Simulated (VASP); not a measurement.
# Sr19Ca5 in VASP: further runs, part 2 of 2

VASP 6.6.1. Earlier steps stand in the parts before.

### 4 Single point, PBE

File INCAR:

```
SYSTEM = Sr19Ca5
PREC = Accurate ; ENCUT = 520
EDIFF = 1E-6 ; ISMEAR = -1
SIGMA = 0.0957 ; LREAL = Auto
LASPH = .True. ; NELM = 100
ALGO = Normal ; ISIF = 2
LWAVE = .False. ; LCHARG = .False.
GGA = PE ; NBANDS = 138
ISYM = 0
```

File KPOINTS:

```
Automatic mesh
0
Gamma
  1 1 1
  0.25 0.25 0.25
```

File POSCAR:

```
Sr19Ca5
1.0
   10.4978800000     -0.1668760000      0.0738540000
   -0.1668760000     10.3895350000      0.2213770000
    0.0738540000      0.2213770000     11.1990180000
Sr Ca
19 5
Direct
    0.2852121005      0.6999790874      0.7410066378
    0.8212002444      0.3437065792      0.7253738092
    0.1356968672      1.0205365265      0.7258730122
    0.5889905986      0.2686322218      0.4941187426
    0.2803950169      0.5880865347      0.3637892067
    0.8031201406      0.9524755239      0.5278176346
    0.4180800686      0.2071928763      0.1864506671
    0.4529568025      0.4100472026      0.7988176560
    0.1666915718      0.1348758547      0.3668511604
    0.2592328836      0.9042280427      0.0914270629
    0.5267288557      0.0352133092      0.8179101552
    0.8998513310      0.8410267635      0.2112396282
    0.2623313071      0.5201722824      0.0507987043
    0.9932620039      0.6855334119      0.5731409038
    0.4866707221      0.8996624945      0.4379754400
    0.7237297344      0.3268534700      0.0634101868
    0.0370608634      0.2302617385      0.0476028572
    0.9807971362      0.6505661802      0.9368787352
    0.6207011557      0.7564987712      0.1084063182
    0.9279415082      0.4642140347      0.3434422105
    0.6407049657      0.5775507206      0.3982249988
    0.8653555621      0.9952716276      0.9007244013
    0.6798525618      0.7184112616      0.7612314257
    0.1592362483      0.3298047736      0.6808361746
```

On the command line:

```bash
> cat potpaw_PBE.64/Sr_sv/POTCAR potpaw_PBE.64/Ca_sv/POTCAR > POTCAR
> mpirun -np 1 vasp_std > vasp.out
```

It took 10 min on 1 thread of AMD EPYC 7R43 (Zen 3), shared host; peak memory 1 GiB.

It converged, with:

```yaml
Free_energy: -33.9452 eV
Pressure: 1.4 GPa
Largest_force: 1.393 eV/Å
```

Forces on the atoms (eV/Å):
```
Sr   0.611  0.302 -0.179
Sr   0.214  0.003 -0.035
Sr   0.305 -0.601 -0.085
Sr  -0.553 -0.552 -0.156
Sr  -0.029 -0.228  0.425
Sr   0.393  0.970  0.181
Sr   0.670  0.370 -0.521
Sr   0.766 -0.442  0.085
Sr  -0.851 -0.194  0.888
Sr  -0.230 -0.324 -0.300
Sr  -0.286  0.246 -0.077
Sr   1.047  0.320  0.836
Sr   0.491 -0.130  0.257
Sr  -0.050 -0.209 -0.035
Sr  -0.733  0.103 -0.028
Sr  -0.539  0.495  0.217
Sr   0.941  0.016 -0.073
Sr  -0.491 -0.138 -0.092
Sr  -1.205 -0.332 -0.614
Ca   0.461 -0.689 -0.513
Ca  -0.093  0.718  0.387
Ca  -0.544 -0.294 -0.153
Ca  -0.239 -0.439 -0.081
Ca  -0.057  1.029 -0.331
```

Stress tensor (GPa, compression positive):
```
 2.74 -0.25 -0.09
-0.25  1.11 -0.16
-0.09 -0.16  0.37
```

Levels at points of the mesh, in eV from the Fermi level:
```tsv
k point	band 117	band 118	band 119	band 120	band 121	band 122
(0.25, 0.25, 0.25)	-0.22	-0.09	-0.05	0.00	0.04	0.06
```

Caveat: the k points lie up to 0.61 Å⁻¹ apart; the atoms stand as in a frame of molecular dynamics.

### 5 Single point, PBE

File INCAR:

```
SYSTEM = Sr19Ca5
PREC     = Accurate       ! precision mode
ENCUT    = 520            ! plane-wave cutoff, eV
EDIFF    = 1E-6           ! SCF threshold, eV
ISMEAR   = -1             ! smearing method
SIGMA    = 0.0534         ! smearing width, eV
LREAL    = Auto         
LASPH    = .TRUE.         ! aspherical terms in the spheres
NELM     = 100            ! most SCF steps
ALGO     = Normal         ! electronic algorithm
ISIF     = 2              ! what is computed and relaxed
LWAVE    = .FALSE.        ! write WAVECAR
LCHARG   = .TRUE.         ! write CHGCAR
GGA      = PE             ! functional
LELF     = .TRUE.         ! ELF
LVHAR    = .TRUE.       
ISYM     = 0            
NBANDS   = 138            ! bands
```

KPOINTS is that of step 4.

File POSCAR:

```
Sr19Ca5
1.0
   10.4978800000     -0.1668760000      0.0738540000
   -0.1668760000     10.3895350000      0.2213770000
    0.0738540000      0.2213770000     11.1990180000
Sr Ca
19 5
Direct
    0.2822055160      0.7067480438      0.7683354230
    0.8362145830      0.3652566056      0.7231729422
    0.1494438282      0.0061273367      0.7188253938
    0.5828447621      0.2486041126      0.5048296512
    0.2697409244      0.6044020492      0.3512516759
    0.8059636894      0.9618902808      0.5279105697
    0.4366307659      0.2144590854      0.1948532240
    0.4839516505      0.4098364045      0.8177012378
    0.1557391086      0.1227987725      0.3573495658
    0.2729871075      0.8875076633      0.0942377293
    0.5309983562      0.0363327661      0.8204977801
    0.9160366663      0.8390644327      0.2049139899
    0.2538846312      0.5064231493      0.0768337159
    0.0020771675      0.6920415419      0.5837770341
    0.4915431072      0.9131891134      0.4426272472
    0.7283405829      0.3124121717      0.0637616856
    0.0444852345      0.2236345310      0.0541417155
    0.9730591144      0.6239185085      0.9491728189
    0.5920591968      0.7469865926      0.0977297661
    0.8957386255      0.4565825047      0.3233279252
    0.6325091181      0.6270481659      0.4090972646
    0.8457550941      1.0075579768      0.8643777911
    0.6483765327      0.7009391275      0.7338652370
    0.1655594418      0.3689862970      0.6841173658
```

On the command line:

```bash
> cat potpaw_PBE.64/Sr_sv/POTCAR potpaw_PBE.64/Ca_sv/POTCAR > POTCAR
> mpirun -np 1 vasp_std > vasp.out
```

It took 7.6 min on 1 thread of Intel Xeon Platinum 8259CL at 2.50GHz (Skylake/Cascade Lake), shared host; peak memory 1 GiB.

Results (log left out):

```yaml
Free_energy: -33.8123 eV
Pressure: 1.4 GPa
Largest_force: 1.226 eV/Å
```

Forces in eV/Å, atoms in the order of the input:
```
Sr   0.807 -0.262 -0.076
Sr  -0.059 -0.290 -0.175
Sr   0.174  0.702 -0.069
Sr  -0.341  0.759 -0.023
Sr  -0.052 -0.008  1.148
Sr   0.558  0.672  0.007
Sr   0.113  0.038 -0.325
Sr  -0.105 -0.409  0.165
Sr  -0.461 -0.034  0.942
Sr  -0.413  0.226 -0.264
Sr  -0.706  0.138 -0.097
Sr   0.172  0.253  0.501
Sr   0.478 -0.245 -0.582
Sr  -0.382 -0.232 -0.404
Sr  -1.219  0.091 -0.088
Sr  -0.275  0.270 -0.028
Sr   0.657 -0.294 -0.491
Sr  -0.652  0.164 -0.279
Sr   0.029 -0.369 -0.413
Ca   0.597 -0.323 -0.023
Ca   0.190 -0.624  0.363
Ca   0.213 -0.465  0.279
Ca   0.342  0.274  0.097
Ca   0.335 -0.031 -0.166
```

Stress tensor (GPa, compression positive):
```
 2.64 -0.38  0.06
-0.38  1.13 -0.06
 0.06 -0.06  0.45
```

Levels at points of the mesh, in eV from the Fermi level:
```
           k point  band 118  band 119  band 120  band 121  band 122  band 123
(0.25, 0.25, 0.25)     -0.12     -0.06     -0.01      0.02      0.05      0.12
```

Caveat: the k points lie up to 0.61 Å⁻¹ apart; the atoms stand as in a frame of molecular dynamics.

### 6 Single point, PBE

File INCAR:

```
SYSTEM = Sr19Ca5
  PREC = Accurate
  ENCUT = 520
  EDIFF = 1E-6
  ISMEAR = -1
  SIGMA = 0.0534
  LREAL = Auto
  LASPH = .True.
  NELM = 80
  ALGO = Normal
  ISIF = 2
  LWAVE = .False.
  LCHARG = .False.
  GGA = PE
  ISYM = 0
  NBANDS = 138
```

KPOINTS is that of step 5.

File POSCAR:

```
Sr19Ca5
1.0
   10.4978800000     -0.1668760000      0.0738540000
   -0.1668760000     10.3895350000      0.2213770000
    0.0738540000      0.2213770000     11.1990180000
Sr Ca
19 5
Direct
    0.3014499071      0.7089447086      0.7720490016
    0.8271538661      0.3725449052      0.7271884468
    0.1506709275      0.0121431883      0.7134629239
    0.5805405870      0.2601304154      0.5031427635
    0.2666075083      0.6052967844      0.3641356932
    0.8124770244      0.9753383372      0.5169829039
    0.4312567828      0.2134680390      0.1971286275
    0.4842422095      0.4039605433      0.8266947337
    0.1616124192      0.1155309318      0.3572664483
    0.2686640362      0.8794740884      0.1035733446
    0.5404105132      0.0296375802      0.8290828217
    0.9228876632      0.8419894823      0.2112396773
    0.2591624232      0.5058222342      0.0839707026
   -0.0044083680      0.7007778013      0.5766988220
    0.4784780987      0.9099756934      0.4385333419
    0.7265268316      0.3146008789      0.0728307329
    0.0499664114      0.2095741021      0.0635916376
    0.9662217322      0.6158405548      0.9535734049
    0.5772285526      0.7437776738      0.0987971528
    0.9090743595      0.4497286219      0.3172661790
    0.6500247599      0.6440083816      0.4212854581
    0.8437266660      1.0227342800      0.8670554476
    0.6329963400      0.7035951070      0.7278484519
    0.1807775283      0.3851103226      0.6830215193
```

Potentials or basis: VASP PAW PBE potentials, release 64 (Sr_sv, Ca_sv).

On the command line:

```bash
> cat potpaw_PBE.64/Sr_sv/POTCAR potpaw_PBE.64/Ca_sv/POTCAR > POTCAR
> mpirun -np 1 vasp_std > vasp.out
```

Wall time 7 min (1 thread of Intel Xeon Platinum 8259CL at 2.50GHz (Skylake/Cascade Lake), shared host); peak memory 1 GiB.

Results (log left out):

```
Free energy   : -34.0080 eV
Pressure      : 1.4 GPa
Largest force : 1.251 eV/Å
```

Forces in eV/Å, atoms in the order of the input:
```
Sr  -0.053 -0.028 -0.080
Sr   0.345 -0.298 -0.297
Sr   0.285  0.550  0.060
Sr  -0.405  0.564  0.012
Sr   0.154 -0.122  0.942
Sr   0.113  0.769  0.131
Sr   0.247 -0.066 -0.416
Sr  -0.021 -0.451  0.253
Sr  -0.545  0.002  1.126
Sr  -0.420  0.330 -0.395
Sr  -1.109  0.335 -0.232
Sr  -0.116  0.069  0.250
Sr   0.226 -0.230 -0.565
Sr  -0.091 -0.324 -0.025
Sr  -0.850  0.407  0.129
Sr  -0.157  0.146 -0.045
Sr   0.483  0.017 -0.624
Sr  -0.391  0.289 -0.305
Sr   0.553 -0.414 -0.260
Ca   0.440 -0.159  0.187
Ca   0.198 -0.857 -0.035
Ca   0.476 -0.588  0.190
Ca   0.790  0.244  0.207
Ca  -0.152 -0.185 -0.208
```

Stress tensor (GPa, compression positive):
```
 2.63 -0.42  0.08
-0.42  1.13  0.02
 0.08  0.02  0.52
```

Levels at points of the mesh, in eV from the Fermi level:
| k point | band 118 | band 119 | band 120 | band 121 | band 122 | band 123 |
| --- | --- | --- | --- | --- | --- | --- |
| (0.25, 0.25, 0.25) | -0.12 | -0.05 | -0.01 | 0.02 | 0.05 | 0.12 |

Caveat: the k points lie up to 0.61 Å⁻¹ apart; the atoms stand as in a frame of molecular dynamics.

### 7 Summary

```tsv
cell	smearing	pressure (GPa)	largest force (eV/Å)
as given, atomic positions A	fermi-dirac 0.0534 eV	1.5	1.38
as given, atomic positions B	fermi-dirac 0.0957 eV	1.5	1.76
as given, atomic positions C	fermi-dirac 0.0957 eV	1.4	1.39
as given, atomic positions D	fermi-dirac 0.0534 eV	1.4	1.23
as given, atomic positions E	fermi-dirac 0.0534 eV	1.4	1.25
```

Alike in all rows: task single point; level PBE; potentials or basis VASP PAW PBE potentials, release 64 (Sr_sv, Ca_sv); no spin polarisation; k mesh 1 × 1 × 1, shifted; cutoff (eV) 520.

Caveats: all runs use coarse meshes; the atoms stand as in a frame of molecular dynamics.

Absolute energies hang on the potentials; compare differences alone.
